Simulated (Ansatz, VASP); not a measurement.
**Two plane-wave programs on Sb**

```
Sb
1.0
    -1.48466    1.48466    2.44648
     1.48466   -1.48466    2.44648
     1.48466    1.48466   -2.44648
Sb
1
Direct
  0.00000 0.00000 0.00000
```

Change from the starting cell: volume scaled by 0.96, PAW files.

Alike in both runs: task electric field gradients; functional PBEsol; k mesh 19 × 19 × 19; occupations fermi-dirac, width 0.05 eV; no spin polarisation.

|  | VASP | Ansatz |
| --- | --- | --- |
| version | VASP 6.6.1 | Ansatz 0.2.0 |
| potentials or method | VASP PAW PBE potentials, release 64 (Sb) | PAW with Ansatz's default frozen-core files, scalar-relativistic |
| plane-wave cutoff (eV) | 520 | 420 |
| valence electrons in the cell | 5 | 15 |

```tsv
	VASP	Ansatz	Ansatz less VASP
pressure (GPa)	21.2	20.9	-0.33
traceless stress, the component that is largest in VASP (GPa)	-2.02	-1.87	+0.142
size of Vzz on the site where it differs most (V/Å²)	37.5	36.4	-1.18
```

VASP's potentials were made for PBE, not for PBEsol. With one functional, cell and mesh, what is left measures potentials, basis and numerics. VASP's potentials hold 5 valence electrons a cell and Ansatz's 15, so a difference there can come from the potentials and not from the codes.

Spin-orbit coupling is off throughout.
